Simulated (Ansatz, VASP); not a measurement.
# SnTe: VASP beside Ansatz

```
Sn Te
1.0
     0.00000    3.07759    3.07759
     3.07759    0.00000    3.07759
     3.07759    3.07759    0.00000
Sn Te
1 1
Direct
  0.00000 0.00000 0.00000
  0.50000 0.50000 0.50000
```

Change from the starting cell: strain -0.025 along x and y, -0.025 along z, atoms carried along.

Alike in both runs: task single point; functional PBEsol; k mesh 10 × 10 × 10; occupations gaussian, width 0.03 eV; no spin polarisation.

|  | VASP | Ansatz |
| --- | --- | --- |
| version | VASP 6.6.1 | Ansatz 0.2.0 |
| potentials or method | VASP PAW PBE potentials, release 64 (Sn_d, Te), cutoff 500 eV | scalar-relativistic, plane waves, PAW |
| valence electrons in the cell | 20 | 30 |

|  | VASP | Ansatz | Ansatz less VASP |
| --- | --- | --- | --- |
| gap on the k mesh at the Fermi level (eV) | 0.33 | 0.33 | +0.006 |
| least direct gap on the mesh (eV) | 0.33 | 0.33 | +0.006 |
| pressure (GPa) | 3.5 | 3.5 | -0.02 |

VASP's potentials were made for PBE, not for PBEsol. VASP's potentials hold 20 valence electrons a cell and Ansatz's 30, so a difference there can come from the potentials and not from the codes.

Neither program's run includes spin-orbit coupling.
